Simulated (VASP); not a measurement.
# In in VASP: a series of runs

In is run at these levels: PBE; tasks: single point, relaxation of cell and atoms.

Program: VASP 6.6.1. These are calculated values, not measurements. Logs are shortened: lines on timing, memory, paths and dates and some standing lists are left out, and cuts for length are marked.

## (1) The cell of the first run

The structure is orthorhombic, space group Pmmm (No. 47). The conventional cell has a = 2.680 Å, b = 2.754 Å, c = 3.474 Å, α = 90.00°, β = 90.00°, γ = 90.00°. Within 3.5 Å of In (site symmetry mmm) lie 6 In at 2.68 to 3.47 Å.

## (2) Single point, PBE

The input, INCAR:

```
SYSTEM = In
PREC = Accurate
ENCUT = 520
EDIFF = 1E-7
ISMEAR = 0
SIGMA = 0.1
LREAL = .FALSE.
LASPH = .TRUE.
NELM = 100
ALGO = Fast
ISIF = 2
LWAVE = .FALSE.
LCHARG = .TRUE.
GGA = PE
LELF = .TRUE.
LVHAR = .TRUE.
NBANDS = 12
```

The input, KPOINTS:

```
regular mesh
0
G
  6 6 6
  0 0 0
```

The input, POSCAR:

```
In
1.0
    2.6803232700      0.0000000000      0.0000000000
    0.0000000000      2.7542942500      0.0000000000
    0.0000000000      0.0000000000      3.4738872300
In
1
Direct
    0.5000000000      0.0000000000      0.5000000000
```

Potentials or basis: VASP PAW PBE potentials, release 64 (In_d).

On the command line:

```
cat potpaw_PBE.64/In_d/POTCAR > POTCAR
mpirun -np 1 vasp_std > vasp.out
```

OUTCAR:

```text
SYSTEM = In
   PREC = Accurate
   ENCUT = 520
   EDIFF = 1E-7
   ISMEAR = 0
   LREAL = .FALSE.
   LASPH = .TRUE.
   NELM = 100
   ISIF = 2
   GGA = PE

 ion  position               nearest neighbor table
   1  0.500  0.000  0.500-

  LATTYP: Found a simple orthorhombic cell.
 ALAT       =     2.6803232700
 B/A-ratio  =     1.0275977830
 C/A-ratio  =     1.2960702423

  Lattice vectors:

 A1 = (   2.6803232700,   0.0000000000,   0.0000000000)
 A2 = (   0.0000000000,   2.7542942500,   0.0000000000)
 A3 = (   0.0000000000,   0.0000000000,   3.4738872300)

Analysis of symmetry for initial positions (statically):
=====================================================================
 Subroutine PRICEL returns:
 Original cell was already a primitive cell.

 Routine SETGRP: Setting up the symmetry group for a
 simple orthorhombic supercell.

 Subroutine GETGRP returns: Found  8 space group operations
 (whereof  8 operations were pure point group operations)
 out of a pool of  8 trial point group operations.

The static configuration has the point symmetry D_2h.

Analysis of symmetry for dynamics (positions and initial velocities):
=====================================================================
 Subroutine PRICEL returns:
 Original cell was already a primitive cell.

 Routine SETGRP: Setting up the symmetry group for a
 simple orthorhombic supercell.

 Subroutine GETGRP returns: Found  8 space group operations
 (whereof  8 operations were pure point group operations)
 out of a pool of  8 trial point group operations.

The dynamic configuration has the point symmetry D_2h.

 Subroutine INISYM returns: Found  8 space group operations
 (whereof  8 operations are pure point group operations),
 and found     1 'primitive' translations

----------------------------------------------------------------------------------------

                                     Primitive cell

  volume of cell :      25.6456

  direct lattice vectors                    reciprocal lattice vectors
     2.680323270  0.000000000  0.000000000     0.373089325  0.000000000  0.000000000
     0.000000000  2.754294250  0.000000000     0.000000000  0.363069414  0.000000000
     0.000000000  0.000000000  3.473887230     0.000000000  0.000000000  0.287861964

  length of vectors
     2.680323270  2.754294250  3.473887230     0.373089325  0.363069414  0.287861964

  position of ions in fractional coordinates (direct lattice)
     0.500000000  0.000000000  0.500000000

  ion indices of the primitive-cell ions
   primitive index   ion index
                 1           1

----------------------------------------------------------------------------------------

 KPOINTS: regular mesh

Automatic generation of k-mesh.
 Grid dimensions read from file:
 generate k-points for:    6    6    6

 Generating k-lattice:

  Cartesian coordinates                     Fractional coordinates (reciprocal lattice)
     0.062181554  0.000000000  0.000000000     0.166666667  0.000000000  0.000000000
     0.000000000  0.060511569  0.000000000     0.000000000  0.166666667  0.000000000
     0.000000000  0.000000000  0.047976994     0.000000000  0.000000000  0.166666667

  Length of vectors
     0.062181554  0.060511569  0.047976994

  Shift w.r.t. Gamma in fractional coordinates (k-lattice)
     0.000000000  0.000000000  0.000000000

 Subroutine IBZKPT returns following result:
 ===========================================

 Found     64 irreducible k-points:

 Following reciprocal coordinates:
            Coordinates               Weight
  0.000000  0.000000  0.000000      1.000000
  0.166667  0.000000  0.000000      2.000000
  0.333333  0.000000  0.000000      2.000000
  0.500000  0.000000  0.000000      1.000000
  0.000000  0.166667  0.000000      2.000000
  0.166667  0.166667  0.000000      4.000000
[... 16 lines left out ...]
  0.333333  0.166667  0.166667      8.000000
  0.500000  0.166667  0.166667      4.000000
 [... further k-points ...]
   k-points           NKPTS =     64   k-points in BZ     NKDIM =     64   number of bands    NBANDS=     12
   number of dos      NEDOS =    301   number of ions     NIONS =      1
   total plane-waves  NPLWV =  11200
   dimension x,y,z NGX =    20 NGY =   20 NGZ =   28
   dimension x,y,z NGXF=    40 NGYF=   40 NGZF=   56
   ions per type =               1
   NGX,Y,Z   is equivalent  to a cutoff of  12.40, 12.07, 13.40 a.u.
   NGXF,Y,Z  is equivalent  to a cutoff of  24.81, 24.14, 26.80 a.u.
 SYSTEM =  In
   PREC   = accura    normal or accurate (medium, high low for compatibility)
   ISTART =      0    job   : 0-new  1-cont  2-samecut
   ICHARG =      2    charge: 1-file 2-atom 10-const
   ISPIN  =      1    spin polarized calculation?
   LNONCOLLINEAR =      F non collinear calculations
   LSORBIT =      F    spin-orbit coupling
   LASPH  =      T    aspherical Exc in radial PAW
   ENCUT  =  520.0 eV  38.22 Ry    6.18 a.u.   4.98  5.12  6.46*2*pi/ulx,y,z
   NELM   =    100;   NELMIN=  2; NELMDL= -5     # of ELM steps
   EDIFF  = 0.1E-06   stopping-criterion for ELM
   LREAL  =      F    real-space projection
   EDIFFG = 0.1E-05   stopping-criterion for IOM
   NSW    =      0    number of steps for IOM
   IBRION =     -1    ionic relax: 0-MD 1-quasi-New 2-CG
   NFREE  =      0    steps in history (QN), initial steepest desc. (CG)
   ISIF   =      2    stress and relaxation
   ISYM   =      2    0-nonsym 1-usesym 2-fastsym
   POTIM  = 0.5000    time-step for ionic-motion
   TEBEG  =    0.0;   TEEND  =   0.0 temperature during run
   PSTRESS=    0.0 pullay stress
   NELECT =      13.0000    total number of electrons
   NUPDOWN=      -1.0000    fix difference up-down
   EMIN   =  10.00;   EMAX   =-10.00  energy-range for DOS
   EFERMI =   0.00;   METHOD = LEGACY
   ISMEAR =     0;   SIGMA  =   0.10  broadening in eV -4-tet -1-fermi 0-gaus
   EFERMI_NEDOS =   21; number of points for ismear=-14 and -15
   IALGO  =     68    algorithm
   IMIX   =      4    mixing-type and parameters
     AMIX     =   0.40;   BMIX     =  1.00
     AMIX_MAG =   1.60;   BMIX_MAG =  1.00
  volume/ion in A,a.u.               =      25.65       173.07
  Fermi-wavevector in a.u.,A,eV,Ry     =   1.305324  2.466704 23.182556  1.703870
  Thomas-Fermi vector in A             =   2.436200
   LORBIT       =      0    0 simple, 1 ext, 2 COOP (PROOUT), +10 PAW based schemes
   GGA     = PE    functional components
   LHFCALC =     F    Hartree Fock is set to
   AEXX    =    0.0000 exact exchange contribution
   IVDW    =     0    specifies the selected vdW correction
   LEPSILON=     F    determine dielectric tensor
   LRPA    =     F    only Hartree local field effects (RPA)
 non-spin polarized calculation
 RMM-DIIS sequential band-by-band and
 Gauss-broadening in eV      SIGMA  =   0.10
  energy-cutoff  :      520.00
  volume of cell :       25.65
 maximum number of plane-waves:       712
 NGX is ok and might be reduce to    20
   NGX =  9   NGY = 11   NGZ = 13

 number of electron      13.0000002 magnetization

 Free energy of the ion-electron system (eV)
  ---------------------------------------------------
  ext. energy  EPLUGINS =         0.00000000
  ---------------------------------------------------
  free energy    TOTEN  =        -2.09038162 eV

  energy without entropy =       -2.08688784  energy(sigma->0) =       -2.08863473

 E-fermi :   7.9400     XC(G=0): -10.1893

 val. band max:        7.8873075211   @ k =   0.5000   0.0000   0.5000
 cond. band min:       7.9482479483   @ k =   0.5000   0.5000   0.0000
 fundamental gap:      0.0609404272
 Fermi energy:         7.9399890646

 k-point     1 :       0.0000    0.0000    0.0000
  band No.  band energies     occupation
      1      -8.1926      2.00000
      2      -7.7055      2.00000
      3      -6.8153      2.00000
      4      -6.7571      2.00000
      5      -6.5761      2.00000
      6      -2.2542      2.00000
      7      10.5114      0.00000
      8      14.3669      0.00000
      9      17.7173      0.00000
     10      18.8611      0.00000
     11      21.5973      0.00000
     12      23.2266      0.00000

 k-point     2 :       0.1667    0.0000    0.0000
  band No.  band energies     occupation
      1      -7.9751      2.00000
      2      -7.5550      2.00000
      3      -6.9257      2.00000
      4      -6.8005      2.00000
      5      -6.7113      2.00000
      6      -1.6534      2.00000
      7      11.2782      0.00000
      8      13.9320      0.00000
      9      14.8870      0.00000
     10      18.5528      0.00000
     11      21.9726      0.00000
     12      25.9615      0.00000

 k-point     3 :       0.3333    0.0000    0.0000
  band No.  band energies     occupation
      1      -7.7810      2.00000
      2      -7.2456      2.00000
      3      -7.0292      2.00000
      4      -6.9722      2.00000
      5      -6.7710      2.00000
      6       0.2914      2.00000
      7       8.4191      0.00000
      8      13.2889      0.00000
      9      16.0223      0.00000
     10      20.7852      0.00000
     11      21.9602      0.00000
     12      22.2557      0.00000
[... 286 lines left out ...]
 k-point    23 :       0.3333    0.1667    0.1667
  band No.  band energies     occupation
      1      -7.4731      2.00000
      2      -7.2552      2.00000
      3      -7.1452      2.00000
      4      -6.9546      2.00000
      5      -6.9097      2.00000
      6       1.1989      2.00000
      7       9.2461      0.00000
      8      11.2998      0.00000
      9      16.1084      0.00000
     10      18.2980      0.00000
     11      20.6835      0.00000
     12      22.9090      0.00000

 k-point    24 :       0.5000    0.1667    0.1667
  band No.  band energies     occupation
      1      -7.4221      2.00000
      2      -7.4086      2.00000
      3      -7.2876      2.00000
      4      -6.8950      2.00000
      5      -6.6323      2.00000
      6       4.3524      2.00000
      7       4.8523      2.00000
      8      13.3527      0.00000
      9      15.4358      0.00000
     10      18.8062      0.00000
     11      19.3552      0.00000
     12      22.8579      0.00000

 [... further k-points ...]

------------------------ aborting loop because EDIFF is reached ----------------------------------------

  FORCE on cell =-STRESS in cart. coord.  units (eV):
  Direction    XX          YY          ZZ          XY          YZ          ZX
  --------------------------------------------------------------------------------------
  -------------------------------------------------------------------------------------
  Total        3.9541417      2.9113256     -0.2900017      0.0000000      0.0000000      0.0000000
  in kB      247.0299371    181.8813358    -18.1174872      0.0000000      0.0000000      0.0000000
  external PRESSURE =     136.9312619 kB  Pullay stress =       0.0000000 kB

 VOLUME and BASIS-vectors are now :
 -----------------------------------------------------------------------------
  energy-cutoff  :      520.00
  volume of cell :       25.65
      direct lattice vectors                 reciprocal lattice vectors
     2.680323270  0.000000000  0.000000000     0.373089325  0.000000000  0.000000000
     0.000000000  2.754294250  0.000000000     0.000000000  0.363069414  0.000000000
     0.000000000  0.000000000  3.473887230     0.000000000  0.000000000  0.287861964

 POSITION                                       TOTAL-FORCE (eV/Angst)
 -----------------------------------------------------------------------------------
      1.34016      0.00000      1.73694         0.000000      0.000000      0.000000
 -----------------------------------------------------------------------------------
    total drift:                               -0.000000      0.000000      0.000000

  FREE ENERGIE OF THE ION-ELECTRON SYSTEM (eV)
  ---------------------------------------------------
  free  energy   TOTEN  =        -2.0903816158 eV

  energy  without entropy=       -2.0868878367  energy(sigma->0) =       -2.08863473
```

Wall time 24 s (1 thread of Intel Xeon Platinum 8259CL at 2.50GHz (Skylake/Cascade Lake), shared host); peak memory 0.13 GiB.

What came out:

```
Free energy : -2.0904 eV
Pressure    : 13.7 GPa
```

Levels at points of the mesh, in eV from the Fermi level:
```tsv
k point	band 5	band 6	band 7	band 8	band 9	band 10
(0.00, 0.00, 0.00)	-14.52	-10.19	2.57	6.43	9.78	10.92
(0.50, 0.00, 0.00)	-14.67	-4.37	-4.07	7.10	9.50	11.49
(0.00, 0.50, 0.00)	-14.65	-4.86	-4.19	6.70	9.36	11.26
(0.50, 0.50, 0.00)	-14.08	-0.25	0.01	1.23	4.72	11.89
(0.00, 0.00, 0.50)	-14.51	-8.14	-4.41	11.45	12.63	14.50
(0.50, 0.00, 0.50)	-14.46	-2.62	-2.16	-0.05	3.55	15.76
(0.00, 0.50, 0.50)	-14.54	-2.73	-2.68	-0.41	3.32	16.45
(0.50, 0.50, 0.50)	-14.08	1.16	1.44	4.03	4.23	6.85
```

Caveat: the k points lie up to 0.39 Å⁻¹ apart; spin-orbit coupling is left out, which moves the levels of the heavy elements.

## (3) Single point, PBE

This run uses another cell than the first one, of 30.34 Å³/atom, 1.183 times its volume.

The input, INCAR:

```
  PREC = Accurate
  ENCUT = 520
  EDIFF = 1E-7
  ISMEAR = 0
  SIGMA = 0.1
  LREAL = False
  LASPH = True
  NELM = 80
  ALGO = Fast
  ISIF = 2
  LWAVE = False
  LCHARG = False
  GGA = PE
  NBANDS = 12
```

The input, KPOINTS:

```
regular mesh
0
Gamma
  6 6 6
```

The input, POSCAR:

```
In
1.0
    2.9116640080      0.0000000000      0.0000000000
    0.0000000000      3.2279533898      0.0000000000
    0.0000000000      0.0000000000      3.2283322524
In
1
Direct
    0.5000000000      0.0000000000      0.5000000000
```

Potentials or basis: VASP PAW PBE potentials, release 64 (In_d).

On the command line:

```
cat potpaw_PBE.64/In_d/POTCAR > POTCAR
mpirun -np 1 vasp_std > vasp.out
```

It took 17 s on 1 thread of Intel Xeon Platinum 8259CL at 2.50GHz (Skylake/Cascade Lake), shared host; peak memory 0.15 GiB.

The run converged. Its results:

* Free energy: -2.4305 eV
* Pressure: -0.1 GPa

Stress tensor (GPa, compression positive):
```
-0.28  0.00  0.00
 0.00  0.05  0.00
 0.00  0.00  0.04
```

Levels at points of the mesh, in eV from the Fermi level:
```csv
k point,band 3,band 4,band 5,band 6,band 7,band 8,band 9,band 10,band 11,band 12
"(0.00, 0.00, 0.00)",-14.32,-14.21,-14.21,-8.66,5.93,5.93,9.15,9.26,9.54,12.82
"(0.50, 0.00, 0.00)",-14.52,-14.29,-14.26,-4.33,-2.98,9.55,9.56,11.63,11.95,12.96
"(0.00, 0.50, 0.00)",-14.44,-14.32,-14.20,-5.77,-3.16,8.30,11.58,11.80,12.56,13.26
"(0.50, 0.50, 0.00)",-14.50,-14.40,-14.00,-1.26,-0.78,0.19,4.12,12.28,13.96,14.85
"(0.00, 0.00, 0.50)",-14.44,-14.32,-14.20,-5.77,-3.16,8.31,11.58,11.80,12.56,13.27
"(0.50, 0.00, 0.50)",-14.50,-14.40,-14.00,-1.26,-0.78,0.19,4.12,12.29,13.96,14.85
"(0.00, 0.50, 0.50)",-14.31,-14.31,-14.18,-2.78,-0.87,-0.86,3.54,14.71,16.22,16.22
"(0.50, 0.50, 0.50)",-14.57,-14.15,-13.95,1.34,2.31,2.44,2.44,6.94,6.94,7.49
```

Caveat: spin-orbit coupling is left out, which moves the levels of the heavy elements.

## (4) Relaxation of cell and atoms, PBE

The input, INCAR:

```
SYSTEM = In
PREC = Accurate ; ENCUT = 600
EDIFF = 1E-7 ; ISMEAR = 0
SIGMA = 0.1 ; LREAL = .False.
LASPH = .True. ; NELM = 100
ALGO = Fast ; ISIF = 3
LWAVE = .False. ; LCHARG = .False.
GGA = PE ; IBRION = 2
NSW = 90 ; EDIFFG = -0.04
```

The input, KPOINTS:

```
Automatic mesh
0
Gamma
  6 6 6
  0 0 0
```

The input, POSCAR:

```
In
1.0
    2.6803232700      0.0000000000      0.0000000000
    0.0000000000      2.7542942500      0.0000000000
    0.0000000000      0.0000000000      3.4738872300
In
1
Direct
    0.5000000000      0.0000000000      0.5000000000
```

On the command line:

```
cat potpaw_PBE.64/In_d/POTCAR > POTCAR
mpirun -np 1 vasp_std > vasp.out
```

Wall time 6.4 min (1 thread of Intel Xeon Platinum 8259CL at 2.50GHz (Skylake/Cascade Lake), shared host); peak memory 0.16 GiB.

The run converged. Its results:

| Quantity | Value |
| --- | --- |
| Free energy | -2.4289 eV |
| Relaxed volume | 30.35 Å³/atom |
| Relaxed cell | a = 3.226 Å, b = 2.909 Å, c = 3.235 Å, α = 90.00°, β = 90.00°, γ = 90.00° |
| Space group after relaxing (to 0.05 Å) | P4/mmm (No. 123) |
| Energy gained by relaxing | 338.5 meV/atom |
| Ionic steps | 31 |
| Pressure after relaxing | 0.0 GPa |

Stress tensor (GPa, compression positive):
```
 0.05  0.00  0.00
 0.00 -0.09  0.00
 0.00  0.00 -0.03
```

Step by step:
```
step  energy change (eV)  largest force (eV/Å)  pressure (GPa)  volume (Å³)
   1              0.0000                0.0000           13.76        25.65
   2             -0.2901                0.0000           -2.57        34.39
   3             -0.3113                0.0000           -0.38        31.30
   4             -0.3124                0.0000           -1.20        32.01
   5             -0.3126                0.0000           -0.90        31.79
   6             -0.3225                0.0000           -0.55        31.08
   7             -0.3272                0.0000           -0.09        30.46
   8             -0.3197                0.0000            1.12        29.21
   9             -0.3278                0.0000            0.06        30.21
  10             -0.3324                0.0000            0.71        29.80
  11             -0.3324                0.0000            0.47        29.83
  12             -0.3341                0.0000           -0.01        30.26
  13             -0.3342                0.0000            0.07        30.33
  14             -0.3343                0.0000           -0.05        30.46
  15             -0.3343                0.0000           -0.29        30.72
  16             -0.3344                0.0000           -0.02        30.53
  17             -0.3344                0.0000           -0.16        30.62
  18             -0.3355                0.0000           -0.11        30.70
  19             -0.3314                0.0000           -0.10        30.90
  20             -0.3360                0.0000           -0.25        30.73
  21             -0.3361                0.0000           -0.33        30.78
  22             -0.3362                0.0000           -0.32        30.77
  23             -0.3368                0.0000           -0.29        30.72
  24             -0.3370                0.0000           -0.22        30.69
  25             -0.3377                0.0000           -0.19        30.62
  26             -0.3382                0.0000           -0.15        30.54
  27             -0.3384                0.0000           -0.05        30.39
  28             -0.3384                0.0000           -0.20        30.45
  29             -0.3384                0.0000           -0.13        30.44
  30             -0.3384                0.0000           -0.18        30.44
  31             -0.3385                0.0000           -0.02        30.35
```

Final structure:
```
In
1.0
     3.22578    0.00000    0.00000
     0.00000    2.90883    0.00000
     0.00000    0.00000    3.23486
In
1
Cartesian
  1.6129 0.0000 1.6174
```

Levels at points of the mesh, in eV from the Fermi level:
| k point | band 5 | band 6 | band 7 | band 8 | band 9 | band 10 |
| --- | --- | --- | --- | --- | --- | --- |
| (0.00, 0.00, 0.00) | -14.21 | -8.65 | 5.87 | 5.95 | 9.13 | 9.53 |
| (0.50, 0.00, 0.00) | -14.20 | -5.75 | -3.15 | 8.26 | 11.54 | 11.85 |
| (0.00, 0.50, 0.00) | -14.25 | -4.31 | -2.97 | 9.51 | 9.59 | 11.62 |
| (0.50, 0.50, 0.00) | -13.99 | -1.23 | -0.76 | 0.21 | 4.13 | 12.25 |
| (0.00, 0.00, 0.50) | -14.20 | -5.79 | -3.15 | 8.31 | 11.60 | 11.82 |
| (0.50, 0.00, 0.50) | -14.17 | -2.80 | -0.88 | -0.85 | 3.54 | 14.74 |
| (0.00, 0.50, 0.50) | -14.00 | -1.27 | -0.79 | 0.21 | 4.12 | 12.30 |
| (0.50, 0.50, 0.50) | -13.95 | 1.34 | 2.31 | 2.43 | 2.46 | 6.94 |

Caveat: the k points lie up to 0.36 Å⁻¹ apart in the final cell; the volume moved by over 15 % at a fixed basis, so the end points are rough; spin-orbit coupling is left out, which moves the levels of the heavy elements.

(Continued in part 2 of 2.)
